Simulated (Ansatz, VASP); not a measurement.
**Nb: VASP beside Ansatz**

The input INCAR:

```
SYSTEM = Nb
PREC = Accurate
ENCUT = 520
EDIFF = 1E-6
ISMEAR = 0
SIGMA = 0.1
LREAL = .False.
LASPH = .True.
NELM = 80
ALGO = Normal
ISIF = 2
LWAVE = .False.
LCHARG = .False.
GGA = PE
NBANDS = 12
```

Contents of KPOINTS:

```
regular mesh
0
Gamma
  18 18 18
  0 0 0
```

File POSCAR:

```
Nb
1.0
   -1.5864946959      1.5864946959      1.5864946959
    1.5864946959     -1.5864946959      1.5864946959
    1.5864946959      1.5864946959     -1.5864946959
Nb
1
Direct
    0.0000000000      0.0000000000      0.0000000000
```

Input for Ansatz:

```yaml
crystal:
  lattice:
    - [-1.5864946958, 1.5864946958, 1.5864946958]
    - [1.5864946958, -1.5864946958, 1.5864946958]
    - [1.5864946958, 1.5864946958, -1.5864946958]
  atoms:
    - { symbol: Nb, position: [0.0, 0.0, 0.0] }
basis:
  ecutwfc: 420
kpoints:
  mp_grid: { grid: [18, 18, 18] }
hamiltonian:
  xc: pbe
scf:
  occupations: { method: gaussian, width: 0.1 }
output:
  forces: true
  stress: true
  eigenvalues: true
```

Alike in both runs: task single point; functional PBE; k mesh 18 × 18 × 18; occupations gaussian, width 0.1 eV; no spin polarisation.

```csv
,VASP,Ansatz
version,VASP 6.6.1,Ansatz 0.2.0
potentials or method,"VASP PAW PBE potentials, release 64 (Nb_sv), cutoff 520 eV","scalar-relativistic, plane waves, PAW"
valence electrons in the cell,13,13
```

|  | VASP | Ansatz | Ansatz less VASP |
| --- | --- | --- | --- |
| gap on the k mesh at the Fermi level (eV) | none | none | - |
| pressure (GPa) | 26.5 | 26.9 | +0.35 |

A gap of «none» marks a metal or a gap that the smearing closes.
